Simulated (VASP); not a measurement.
A run of VASP 6.6.1:

File INCAR:

```
SYSTEM = La
PREC = Accurate
ENCUT = 520
EDIFF = 1E-6
ISMEAR = -1
SIGMA = 0.05
LREAL = .False.
LASPH = .True.
NELM = 80
ALGO = Normal
ISIF = 2
LWAVE = .False.
LCHARG = .True.
GGA = PE
LELF = .True.
LVHAR = .True.
NBANDS = 18
```

File KPOINTS:

```
regular mesh
0
Gamma
  5 5 3
  0 0 0
```

Contents of POSCAR:

```
La
1.0
    3.7500000000      0.0000000000      0.0000000000
   -1.8750000000      3.2475952642      0.0000000000
    0.0000000000      0.0000000000      6.0700000000
La
2
Direct
    0.6666666667      0.3333333333      0.7500000000
    0.3333333333      0.6666666667      0.2500000000
```

Potentials or basis: VASP PAW PBE potentials, release 64 (La).

Run with:

```sh
$ cat potpaw_PBE.64/La/POTCAR > POTCAR
$ mpirun -np 1 vasp_std > vasp.out
```

Hardware: 1 thread of Intel(R) Xeon(R) Platinum 8259CL CPU @ 2.50GHz (Skylake/Cascade Lake), on a shared host.

**Question.** How long does it take, and how much memory?

**Answer.** Run time: 38 s on 1 thread of Intel(R) Xeon(R) Platinum 8259CL CPU @ 2.50GHz (Skylake/Cascade Lake), on a shared host, peak memory 0.19 GiB. Counts: scf iterations 21, k points 10.
